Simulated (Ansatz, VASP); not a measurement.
# Co in VASP and in Ansatz

```xyz
6
Lattice="0.0000 3.2174 3.2174 3.2174 0.0000 3.2174 3.2174 3.2174 0.0000" Properties=species:S:1:pos:R:3 pbc="T T T"
Co    1.6087    1.6087    1.6087
Co    0.0000    0.0000    0.0000
Co    2.4130    2.4130    4.0217
Co    2.4130    4.0217    2.4130
Co    4.0217    2.4130    2.4130
Co    4.0217    4.0217    4.0217
```

Alike in both runs: task relaxation of cell and atoms; functional PBE; k mesh 10 × 10 × 10; occupations gaussian, width 0.1 eV; collinear spin.

|  | VASP | Ansatz |
| --- | --- | --- |
| version | VASP 6.6.1 | Ansatz 0.2.0 |
| potentials or method | VASP PAW PBE potentials, release 64 (Co), cutoff 600 eV | scalar-relativistic, plane waves, PAW |
| valence electrons in the cell | 54 | 102 |

```tsv
	VASP	Ansatz	Ansatz less VASP
gap on the k mesh at the Fermi level, each at its own relaxed structure (eV)	none	none	-
net moment per atom (μB)	1.73	1.74	+0.012
size of the moment on the site where the two differ most (μB)	1.72	1.79	+0.065
relaxed volume (Å³/atom)	11.46	11.51	+0.045
relaxed length of the cell vector where the two differ most in proportion (Å)	4.599	4.605	+0.0060
```

Site moments also hang on the region over which each program counts them. A gap of «none» marks a metal or a gap that the smearing closes. VASP's potentials hold 54 valence electrons a cell and Ansatz's 102, so a difference there can come from the potentials and not from the codes.
